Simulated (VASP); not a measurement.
Runs of VASP 6.6.1 on TiO2. The structure is that of space group R-3m (No. 166), or close to it. The cells are those of the table. 

```tsv
cell	gap on the mesh (eV)	pressure (GPa)	largest force (eV/Å)
a = 7.368 Å, angles 24.0°, 3 atoms	2.38	-13.9	(c)
a = 7.425 Å, angles 24.0°, 3 atoms	2.31	-15.7	1.87
a = 7.071 Å, angles 24.0°, 3 atoms	2.78	-0.3	(a)
a = 7.192 Å, angles 24.0°, 3 atoms	2.61	(b)	0.75
a = 6.944 Å, angles 24.0°, 3 atoms	2.96	8.4	0.94
a = 7.132 Å, angles 24.0°, 3 atoms	2.69	-3.8	0.39
a = 7.310 Å, angles 24.0°, 3 atoms	2.46	-11.9	1.37
a = 7.008 Å, angles 24.0°, 3 atoms	2.87	3.8	0.45
```

Alike in all rows: task single point; level LDA; potentials or basis VASP PAW LDA potentials, release 64 (Ti_sv, O); no spin polarisation; k mesh 8 × 8 × 8; cutoff (eV) 520; smearing gaussian 0.01 eV.

**Question.** Fill in the values left out.

**Answer.** (a) 0.01; (b) -6.9; (c) 1.63.

Caveats: forces of over 1 eV/Å act on the atoms, so gaps and moduli don't describe the material at rest (some runs).

A k mesh can miss the band edges.
